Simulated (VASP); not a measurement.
# InP (zinc blende) (F-43m) in VASP: single point with LDA

Aim: the single point of InP (zinc blende) with LDA.

Program: VASP 6.6.1. These are calculated values, not measurements. Logs are shortened: lines on timing, memory, paths and dates and some standing lists are left out, and cuts for length are marked.

**1. The cell of the first run**

It takes space group F-43m (No. 216, cubic). Conventional cell: a = 5.947 Å, b = 5.947 Å, c = 5.947 Å, α = 90.00°, β = 90.00°, γ = 90.00°. Within 3.4 Å of In (site symmetry -43m) lie 4 P at 2.58 Å. Within 3.4 Å of P (site symmetry -43m) lie 4 In at 2.58 Å.

**2. Single point, LDA (volume scaled by 1.04)**

INCAR

```
SYSTEM = InP
ALGO = Normal ; EDIFF = 1E-7
ENCUT = 520 ; ISIF = 2
ISMEAR = 0 ; LASPH = .True.
LCHARG = .False. ; LREAL = .False.
LWAVE = .False. ; NBANDS = 16
NELM = 60 ; PREC = Accurate
SIGMA = 0.01
```

KPOINTS

```
k-points
0
Gamma
  10 10 10
  0 0 0
```

POSCAR

```
InP
1.0
    0.0000000000      2.9736228502      2.9736228502
    2.9736228502      0.0000000000      2.9736228502
    2.9736228502      2.9736228502      0.0000000000
In P
1 1
Direct
    0.0000000000      0.0000000000      0.0000000000
    0.2500000000      0.2500000000      0.2500000000
```

Potentials or basis: VASP PAW LDA potentials, release 64 (In_d, P).

Command:

```console
cat potpaw_LDA.64/In_d/POTCAR potpaw_LDA.64/P/POTCAR > POTCAR
mpirun -np 1 vasp_std > vasp.out
```

OUTCAR:

```text
SYSTEM = InP
   EDIFF = 1E-7
   ENCUT = 520
   ISIF = 2
   ISMEAR = 0
   LASPH = .True.
   LREAL = .False.
   NELM = 60
   PREC = Accurate

 ion  position               nearest neighbor table
   1  0.000  0.000  0.000-   2 2.58   2 2.58   2 2.58   2 2.58
   2  0.250  0.250  0.250-   1 2.58   1 2.58   1 2.58   1 2.58

  LATTYP: Found a face centered cubic cell.
 ALAT       =     5.9472457004

  Lattice vectors:

 A1 = (   0.0000000000,   2.9736228502,   2.9736228502)
 A2 = (   2.9736228502,   0.0000000000,   2.9736228502)
 A3 = (   2.9736228502,   2.9736228502,   0.0000000000)

Analysis of symmetry for initial positions (statically):
=====================================================================
 Subroutine PRICEL returns:
 Original cell was already a primitive cell.

 Routine SETGRP: Setting up the symmetry group for a
 face centered cubic supercell.

 Subroutine GETGRP returns: Found 24 space group operations
 (whereof 24 operations were pure point group operations)
 out of a pool of 48 trial point group operations.

The static configuration has the point symmetry T_d .

Analysis of symmetry for dynamics (positions and initial velocities):
=====================================================================
 Subroutine PRICEL returns:
 Original cell was already a primitive cell.

 Routine SETGRP: Setting up the symmetry group for a
 face centered cubic supercell.

 Subroutine GETGRP returns: Found 24 space group operations
 (whereof 24 operations were pure point group operations)
 out of a pool of 48 trial point group operations.

The dynamic configuration has the point symmetry T_d .

 Subroutine INISYM returns: Found 24 space group operations
 (whereof 24 operations are pure point group operations),
 and found     1 'primitive' translations

----------------------------------------------------------------------------------------

                                     Primitive cell

  volume of cell :      52.5881

  direct lattice vectors                    reciprocal lattice vectors
     0.000000000  2.973622850  2.973622850    -0.168145063  0.168145063  0.168145063
     2.973622850  0.000000000  2.973622850     0.168145063 -0.168145063  0.168145063
     2.973622850  2.973622850  0.000000000     0.168145063  0.168145063 -0.168145063

  length of vectors
     4.205337764  4.205337764  4.205337764     0.291235791  0.291235791  0.291235791

  position of ions in fractional coordinates (direct lattice)
     0.000000000  0.000000000  0.000000000
[... 72 lines left out ...]
   ISPIN  =      1    spin polarized calculation?
   LNONCOLLINEAR =      F non collinear calculations
   LSORBIT =      F    spin-orbit coupling
   LASPH  =      T    aspherical Exc in radial PAW
   ENCUT  =  520.0 eV  38.22 Ry    6.18 a.u.   7.82  7.82  7.82*2*pi/ulx,y,z
   NELM   =     60;   NELMIN=  2; NELMDL= -5     # of ELM steps
   EDIFF  = 0.1E-06   stopping-criterion for ELM
   LREAL  =      F    real-space projection
   EDIFFG = 0.1E-05   stopping-criterion for IOM
   NSW    =      0    number of steps for IOM
   IBRION =     -1    ionic relax: 0-MD 1-quasi-New 2-CG
   NFREE  =      0    steps in history (QN), initial steepest desc. (CG)
   ISIF   =      2    stress and relaxation
   ISYM   =      2    0-nonsym 1-usesym 2-fastsym
   POTIM  = 0.5000    time-step for ionic-motion
   TEBEG  =    0.0;   TEEND  =   0.0 temperature during run
   PSTRESS=    0.0 pullay stress
   NELECT =      18.0000    total number of electrons
   NUPDOWN=      -1.0000    fix difference up-down
   EMIN   =  10.00;   EMAX   =-10.00  energy-range for DOS
   EFERMI =   0.00;   METHOD = LEGACY
   ISMEAR =     0;   SIGMA  =   0.01  broadening in eV -4-tet -1-fermi 0-gaus
   EFERMI_NEDOS =   21; number of points for ismear=-14 and -15
   IALGO  =     38    algorithm
   IMIX   =      4    mixing-type and parameters
     AMIX     =   0.40;   BMIX     =  1.00
     AMIX_MAG =   1.60;   BMIX_MAG =  1.00
  volume/ion in A,a.u.               =      26.29       177.44
  Fermi-wavevector in a.u.,A,eV,Ry     =   1.145170  2.164057 17.842860  1.311413
  Thomas-Fermi vector in A             =   2.281859
   LORBIT       =      0    0 simple, 1 ext, 2 COOP (PROOUT), +10 PAW based schemes
   GGA     = CA    functional components
   LHFCALC =     F    Hartree Fock is set to
   AEXX    =    0.0000 exact exchange contribution
   IVDW    =     0    specifies the selected vdW correction
   LEPSILON=     F    determine dielectric tensor
   LRPA    =     F    only Hartree local field effects (RPA)
 non-spin polarized calculation
 Gauss-broadening in eV      SIGMA  =   0.01
  energy-cutoff  :      520.00
  volume of cell :       52.59
 maximum number of plane-waves:      1428
   NGX = 15   NGY = 15   NGZ = 15

 number of electron      18.0000006 magnetization

 Free energy of the ion-electron system (eV)
  ---------------------------------------------------
  ext. energy  EPLUGINS =         0.00000000
  ---------------------------------------------------
  free energy    TOTEN  =        -9.63636385 eV

  energy without entropy =       -9.63636385  energy(sigma->0) =       -9.63636385

 E-fermi :   4.6467     XC(G=0):  -9.4238

 val. band max:        4.5357692498   @ k =   0.0000   0.0000   0.0000
 cond. band min:       4.8089732226   @ k =   0.0000   0.0000   0.0000
 fundamental gap:      0.2732039729
 Fermi energy:         4.6466763440

 k-point     1 :       0.0000    0.0000    0.0000
  band No.  band energies     occupation
      1      -9.5644      2.00000
      2      -9.5644      2.00000
      3      -9.5644      2.00000
      4      -9.4301      2.00000
      5      -9.4301      2.00000
      6      -6.7170      2.00000
[... 433 lines left out ...]
      3      -9.4949      2.00000
      4      -9.4602      2.00000
      5      -9.4069      2.00000
      6      -5.1444      2.00000
[... 8 lines left out ...]
     15      15.0748      0.00000
     16      16.8397      0.00000

 [... further k-points ...]
[... 5 lines left out ...]
  --------------------------------------------------------------------------------------
  -------------------------------------------------------------------------------------
  Total       -1.2406361     -1.2406361     -1.2406361      0.0000000      0.0000000      0.0000000
  in kB      -37.7978711    -37.7978711    -37.7978711      0.0000000      0.0000000      0.0000000
  external PRESSURE =     -37.7978711 kB  Pullay stress =       0.0000000 kB

 VOLUME and BASIS-vectors are now :
 -----------------------------------------------------------------------------
  energy-cutoff  :      520.00
  volume of cell :       52.59
      direct lattice vectors                 reciprocal lattice vectors
     0.000000000  2.973622850  2.973622850    -0.168145063  0.168145063  0.168145063
     2.973622850  0.000000000  2.973622850     0.168145063 -0.168145063  0.168145063
     2.973622850  2.973622850  0.000000000     0.168145063  0.168145063 -0.168145063

 POSITION                                       TOTAL-FORCE (eV/Angst)
 -----------------------------------------------------------------------------------
      0.00000      0.00000      0.00000        -0.000000     -0.000000     -0.000000
      1.48681      1.48681      1.48681         0.000000      0.000000      0.000000
 -----------------------------------------------------------------------------------
    total drift:                               -0.000000     -0.000000     -0.000000

  FREE ENERGIE OF THE ION-ELECTRON SYSTEM (eV)
  ---------------------------------------------------
  free  energy   TOTEN  =        -9.6363638528 eV

  energy  without entropy=       -9.6363638528  energy(sigma->0) =       -9.63636385
```

stdout:

```text
POSCAR found type information on POSCAR InP
 POSCAR found :  2 types and       2 ions
 scaLAPACK will be used
 LDA part: xc-table for (Slater(with rela. corr.)+CA(PZ))
 , standard interpolation
 POSCAR, INCAR and KPOINTS ok, starting setup
 FFT: planning ... GRIDC
 FFT: planning ... GRID_SOFT
 FFT: planning ... GRID
 WAVECAR not read
 entering main loop
```

Wall time 23 s (1 thread of Intel Xeon Platinum 8375C at 2.90GHz (Ice Lake), shared host); peak memory 0.17 GiB.

Results:

| Property | Result |
| --- | --- |
| Free energy | -9.6364 eV |
| Pressure | -3.8 GPa |
| Band gap on the k mesh | 0.27 eV, direct |

Caveat: spin-orbit coupling is left out, which moves the levels of the heavy elements.
